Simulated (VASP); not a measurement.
# CuMoO2 (P6_3/mmc) in VASP: single point with r2SCAN

Aim: the single point of CuMoO2 with r2SCAN.

Program: VASP 6.6.1. These are calculated values, not measurements. Logs are shortened: lines on timing, memory, paths and dates and some standing lists are left out, and cuts for length are marked.

## Step 1: The cell of the first run

Symmetry: P6_3/mmc, No. 194, hexagonal system. The conventional cell has a = 2.688 Å, b = 2.688 Å, c = 12.650 Å, α = 90.00°, β = 90.00°, γ = 120.00°. Within 2.4 Å of Cu (site symmetry -6m2) lie 2 O at 1.81 Å. O (site symmetry 3m) has 1 Cu at 1.81 Å and 3 Mo at 2.06 Å within 2.4 Å. Mo (site symmetry -3m) has 6 O at 2.06 Å and 6 Mo at 2.69 Å within 2.7 Å.

## Step 2: Single point, r2SCAN

Contents of POSCAR:

```
CuMoO2
1.0
    2.6881213864     -0.0000002551      0.0000000000
   -1.3440604723      2.3279815366      0.0000000000
    0.0000000000      0.0000000000     12.6495255053
Cu O Mo
2 4 2
Direct
    0.3333333333      0.6666666667      0.2500000000
    0.6666666667      0.3333333333      0.7500000000
    0.3333333333      0.6666666667      0.1072768337
    0.6666666667      0.3333333333      0.6072768337
    0.3333333333      0.6666666667      0.3927231663
    0.6666666667      0.3333333333      0.8927231663
    0.0000000000      0.0000000000      0.0000000000
    0.0000000000      0.0000000000      0.5000000000
```

Contents of INCAR.step1:

```
PREC = Accurate ; ENCUT = 520
ISMEAR = -1 ; SIGMA = 0.1
LREAL = False ; LASPH = True
NELM = 80 ; NBANDS = 47
GGA = PE ; ALGO = Normal
EDIFF = 1E-4 ; LWAVE = True
LCHARG = False
```

Contents of INCAR.step2:

```
PREC = Accurate ; ENCUT = 520
EDIFF = 1E-6 ; ISMEAR = -1
SIGMA = 0.1 ; LREAL = False
LASPH = True ; NELM = 80
ALGO = Normal ; ISIF = 2
LWAVE = False ; LCHARG = False
METAGGA = R2SCAN ; LMIXTAU = True
NBANDS = 47 ; ISTART = 1
```

Contents of KPOINTS:

```
regular mesh
0
Gamma
  11 11 3
```

Potentials or basis: VASP PAW PBE potentials, release 64 (Cu, O, Mo_sv).

Started as:

```sh
$ cat potpaw_PBE.64/Cu/POTCAR potpaw_PBE.64/O/POTCAR potpaw_PBE.64/Mo_sv/POTCAR > POTCAR
$ cp INCAR.step1 INCAR
$ mpirun -np 1 vasp_std > vasp.out
$ cp INCAR.step2 INCAR
$ mpirun -np 1 vasp_std > vasp.out
```

OUTCAR:

```text
PREC = Accurate
   ENCUT = 520
   EDIFF = 1E-6
   ISMEAR = -1
   LREAL = False
   LASPH = True
   NELM = 80
   ISIF = 2
   METAGGA = R2SCAN
   ISTART = 1

 ion  position               nearest neighbor table
   1  0.333  0.667  0.250-   3 1.81   5 1.81
   2  0.667  0.333  0.750-   4 1.81   6 1.81
   3  0.333  0.667  0.107-   1 1.81   7 2.06   7 2.06   7 2.06
   4  0.667  0.333  0.607-   2 1.81   8 2.06   8 2.06   8 2.06
   5  0.333  0.667  0.393-   1 1.81   8 2.06   8 2.06   8 2.06
   6  0.667  0.333  0.893-   2 1.81   7 2.06   7 2.06   7 2.06
   7  0.000  0.000  0.000-   3 2.06   6 2.06   3 2.06   6 2.06   6 2.06   3 2.06
   8  0.000  0.000  0.500-   4 2.06   5 2.06   5 2.06   4 2.06   4 2.06   5 2.06

  LATTYP: Found a hexagonal cell.
 ALAT       =     2.6881213864
 C/A-ratio  =     4.7057121636

  Lattice vectors:

 A1 = (   2.6881213864,  -0.0000002551,   0.0000000000)
 A2 = (  -1.3440604723,   2.3279815366,   0.0000000000)
 A3 = (   0.0000000000,   0.0000000000,  12.6495255053)

Analysis of symmetry for initial positions (statically):
=====================================================================
 Subroutine PRICEL returns:
 Original cell was already a primitive cell.

 Routine SETGRP: Setting up the symmetry group for a
 hexagonal supercell.

 Subroutine GETGRP returns: Found 24 space group operations
 (whereof 12 operations were pure point group operations)
 out of a pool of 24 trial point group operations.

The static configuration has the point symmetry D_3d.
 The point group associated with its full space group is D_6h.

Analysis of symmetry for dynamics (positions and initial velocities):
=====================================================================
 Subroutine PRICEL returns:
 Original cell was already a primitive cell.

 Routine SETGRP: Setting up the symmetry group for a
 hexagonal supercell.

 Subroutine GETGRP returns: Found 24 space group operations
 (whereof 12 operations were pure point group operations)
 out of a pool of 24 trial point group operations.

The dynamic configuration has the point symmetry D_3d.
 The point group associated with its full space group is D_6h.

 Subroutine INISYM returns: Found 24 space group operations
 (whereof 12 operations are pure point group operations),
 and found     1 'primitive' translations
[... 102 lines left out ...]
   LNONCOLLINEAR =      F non collinear calculations
   LSORBIT =      F    spin-orbit coupling
   LASPH  =      T    aspherical Exc in radial PAW
   ENCUT  =  520.0 eV  38.22 Ry    6.18 a.u.   5.00  5.00 23.52*2*pi/ulx,y,z
   NELM   =     80;   NELMIN=  2; NELMDL=  0     # of ELM steps
   EDIFF  = 0.1E-05   stopping-criterion for ELM
   LREAL  =      F    real-space projection
   EDIFFG = 0.1E-04   stopping-criterion for IOM
   NSW    =      0    number of steps for IOM
   IBRION =     -1    ionic relax: 0-MD 1-quasi-New 2-CG
   NFREE  =      0    steps in history (QN), initial steepest desc. (CG)
   ISIF   =      2    stress and relaxation
   ISYM   =      2    0-nonsym 1-usesym 2-fastsym
   POTIM  = 0.5000    time-step for ionic-motion
   TEBEG  =    0.0;   TEEND  =   0.0 temperature during run
   PSTRESS=    0.0 pullay stress
   NELECT =      74.0000    total number of electrons
   NUPDOWN=      -1.0000    fix difference up-down
   EMIN   =  10.00;   EMAX   =-10.00  energy-range for DOS
   EFERMI =   0.00;   METHOD = LEGACY
   ISMEAR =    -1;   SIGMA  =   0.10  broadening in eV -4-tet -1-fermi 0-gaus
   EFERMI_NEDOS =   21; number of points for ismear=-14 and -15
   IALGO  =     38    algorithm
   IMIX   =      4    mixing-type and parameters
     AMIX     =   0.40;   BMIX     =  1.00
     AMIX_MAG =   1.60;   BMIX_MAG =  1.00
  volume/ion in A,a.u.               =       9.89        66.77
  Fermi-wavevector in a.u.,A,eV,Ry     =   1.600729  3.024940 34.862670  2.562334
  Thomas-Fermi vector in A             =   2.697819
   LORBIT       =      0    0 simple, 1 ext, 2 COOP (PROOUT), +10 PAW based schemes
   METAGGA = R2SCAN    functional components
   LHFCALC =     F    Hartree Fock is set to
   AEXX    =    0.0000 exact exchange contribution
   IVDW    =     0    specifies the selected vdW correction
   LEPSILON=     F    determine dielectric tensor
   LRPA    =     F    only Hartree local field effects (RPA)
 non-spin polarized calculation
  energy-cutoff  :      520.00
  volume of cell :       79.16
 maximum number of plane-waves:      2162
 NGX is ok and might be reduce to    20
   NGX =  9   NGY =  9   NGZ = 47

 number of electron      73.9999998 magnetization

 Free energy of the ion-electron system (eV)
  ---------------------------------------------------
  ext. energy  EPLUGINS =         0.00000000
  ---------------------------------------------------
  free energy    TOTEN  =      -107.84199760 eV

  energy without entropy =     -107.76754834  energy(sigma->0) =     -107.80477297

 E-fermi :   9.4170     XC(G=0): -13.6957

 val. band max:        9.3786870337   @ k =   0.2727   0.2727   0.0000
 cond. band min:       9.4373505041   @ k =   0.2727   0.1818   0.0000
 fundamental gap:      0.0586634704
 Fermi energy:         9.4170354408

 k-point     1 :       0.0000    0.0000    0.0000
  band No.  band energies     occupation
      1     -54.6622      2.00000
      2     -54.6622      2.00000
      3     -28.2128      2.00000
      4     -28.2123      2.00000
      5     -27.1577      2.00000
      6     -27.1577      2.00000
[... 1189 lines left out ...]
     46      14.4152      0.00000
     47      17.7592      0.00000

 [... further k-points ...]
[... 5 lines left out ...]
  --------------------------------------------------------------------------------------
  -------------------------------------------------------------------------------------
  Total       10.5475506     10.5475506     11.4223927     -0.0000000      0.0000000      0.0000000
  in kB      213.4811731    213.4811731    231.1878727     -0.0000000      0.0000000      0.0000000
  external PRESSURE =     219.3834063 kB  Pullay stress =       0.0000000 kB

 VOLUME and BASIS-vectors are now :
 -----------------------------------------------------------------------------
  energy-cutoff  :      520.00
  volume of cell :       79.16
      direct lattice vectors                 reciprocal lattice vectors
     2.688121386 -0.000000255  0.000000000     0.372007031  0.214778312  0.000000000
    -1.344060472  2.327981537  0.000000000     0.000000041  0.429556695  0.000000000
     0.000000000  0.000000000 12.649525505     0.000000000  0.000000000  0.079054349

 POSITION                                       TOTAL-FORCE (eV/Angst)
 -----------------------------------------------------------------------------------
      0.00000      1.55199      3.16238         0.000000     -0.000000      0.000000
      1.34406      0.77599      9.48714        -0.000000      0.000000      0.000000
      0.00000      1.55199      1.35700        -0.000000      0.000000      0.010676
      1.34406      0.77599      7.68176         0.000000      0.000000      0.010676
      0.00000      1.55199      4.96776        -0.000000      0.000000     -0.010676
      1.34406      0.77599     11.29252         0.000000      0.000000     -0.010676
      0.00000      0.00000      0.00000         0.000000      0.000000      0.000000
      0.00000      0.00000      6.32476         0.000000      0.000000      0.000000
 -----------------------------------------------------------------------------------
    total drift:                               -0.000000      0.000000     -0.000000

  FREE ENERGIE OF THE ION-ELECTRON SYSTEM (eV)
  ---------------------------------------------------
  free  energy   TOTEN  =      -107.8419976015 eV

  energy  without entropy=     -107.7675483420  energy(sigma->0) =     -107.80477297
```

OUTCAR.step1:

```text
PREC = Accurate
   ENCUT = 520
   ISMEAR = -1
   LREAL = False
   LASPH = True
   NELM = 80
[... 1446 lines left out ...]
      1.34406      0.77599     11.29252        -0.000000     -0.000000      0.146751
      0.00000      0.00000      0.00000         0.000000     -0.000000      0.000000
      0.00000      0.00000      6.32476         0.000000     -0.000000      0.000000
 -----------------------------------------------------------------------------------
    total drift:                               -0.000000      0.000000     -0.000000

  FREE ENERGIE OF THE ION-ELECTRON SYSTEM (eV)
  ---------------------------------------------------
  free  energy   TOTEN  =       -58.0250089196 eV

  energy  without entropy=      -57.9488379063  energy(sigma->0) =      -57.98692341
```

OSZICAR.step1:

```text
N       E                     dE             d eps       ncg     rms          rms(c)
DAV:   1     0.996176237130E+03    0.99618E+03   -0.37482E+04  3286   0.218E+03
DAV:   2     0.590970574276E+02   -0.93708E+03   -0.88463E+03  3240   0.579E+02
DAV:   3    -0.626625353109E+02   -0.12176E+03   -0.11398E+03  3803   0.213E+02
DAV:   4    -0.690950247745E+02   -0.64325E+01   -0.63096E+01  4531   0.507E+01
DAV:   5    -0.691973382533E+02   -0.10231E+00   -0.10166E+00  4077   0.586E+00    0.548E+01
DAV:   6    -0.693708477326E+02   -0.17351E+00   -0.17032E+02  4018   0.171E+02    0.274E+01
DAV:   7    -0.596317783923E+02    0.97391E+01   -0.84270E+01  4035   0.165E+02    0.201E+01
DAV:   8    -0.589638549859E+02    0.66792E+00   -0.30158E+01  4698   0.679E+01    0.901E+00
DAV:   9    -0.580760841304E+02    0.88777E+00   -0.44405E+00  4516   0.374E+01    0.142E+00
DAV:  10    -0.580416425393E+02    0.34442E-01   -0.36710E-01  4296   0.505E+00    0.144E+00
DAV:  11    -0.580317989837E+02    0.98436E-02   -0.22516E-02  4593   0.132E+00    0.671E-01
DAV:  12    -0.580301403826E+02    0.16586E-02   -0.88086E-02  4546   0.643E+00    0.556E-01
DAV:  13    -0.580252766537E+02    0.48637E-02   -0.22122E-02  4296   0.265E+00    0.112E-01
DAV:  14    -0.580249881084E+02    0.28855E-03   -0.22727E-03  4243   0.802E-01    0.785E-02
DAV:  15    -0.580250089196E+02   -0.20811E-04   -0.39419E-04  2817   0.172E-01
   1 F= -.58025009E+02 E0= -.57986923E+02  d E =-.761710E-01
```

Wall time 12 min (1 thread of Intel Xeon Platinum 8259CL at 2.50GHz (Skylake/Cascade Lake), shared host); peak memory 0.26 GiB.

Results:

```yaml
Free_energy: -107.8420 eV
Pressure: 21.9 GPa
Largest_force: 0.011 eV/Å
Band_gap_on_the_k_mesh: zero (bands 37 and 38 overlap by 3.18 eV)
```

Forces in eV/Å, atoms in the order of the input:
```
Cu   0.000  0.000  0.000
Cu   0.000  0.000  0.000
O    0.000  0.000  0.011
O    0.000  0.000  0.011
O    0.000  0.000 -0.011
O    0.000  0.000 -0.011
Mo   0.000  0.000  0.000
Mo   0.000  0.000  0.000
```

Levels at points of the mesh, in eV from the Fermi level:
| k point | band 35 | band 36 | band 37 | band 38 | band 39 | band 40 |
| --- | --- | --- | --- | --- | --- | --- |
| (0.00, 0.00, 0.00) | -1.69 | -1.69 | -0.46 | -0.46 | -0.34 | -0.34 |

Caveat: the cell stands under pressure; the PAW data sets were made with another functional, which shifts forces and pressure a little; semilocal functionals often make such compounds metallic where correlation or magnetic order opens a gap, which also shifts bond lengths. With open d or f shells a metallic result of r2SCAN can be an artefact of self-interaction; +U or a hybrid may open a gap.

The gap in the log of VASP goes by the Fermi energy; the results here count the filled bands.